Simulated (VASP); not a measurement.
Sn, 2 atoms in the cell. The structure is cubic, space group Fd-3m (No. 227). Conventional cell: a = 6.658 Å, b = 6.658 Å, c = 6.658 Å, α = 90.00°, β = 90.00°, γ = 90.00°. Within 3.8 Å of Sn (site symmetry -43m) lie 4 Sn at 2.88 Å. 

| Item | Value |
| --- | --- |
| Program | VASP 6.6.1 |
| Task | single point |
| Functional | PBE |
| Potentials or basis | VASP PAW PBE potentials, release 64 (Sn_d) |
| Cutoff | 520 eV |
| k mesh | 12 × 12 × 12 |
| Occupations | gaussian, width 0.1 eV |
| Spin | no spin polarisation |
| Dipole correction | no |
| Further INCAR settings | ALGO = Fast; EDIFF = 1e-07; NBANDS = 21 |

Potentials or basis: VASP PAW PBE potentials, release 64 (Sn_d).

The run is started by

```bash
$ cat potpaw_PBE.64/Sn_d/POTCAR > POTCAR
$ mpirun -np 1 vasp_std > vasp.out
```

Hardware: 1 thread of Intel(R) Xeon(R) Platinum 8259CL CPU @ 2.50GHz (Skylake/Cascade Lake) (shared host).

Estimate the wall time of this run.

It took 100 s on 1 thread of Intel(R) Xeon(R) Platinum 8259CL CPU @ 2.50GHz (Skylake/Cascade Lake), on a shared host, peak memory 0.25 GiB. Counts: scf iterations 15, k points 72.
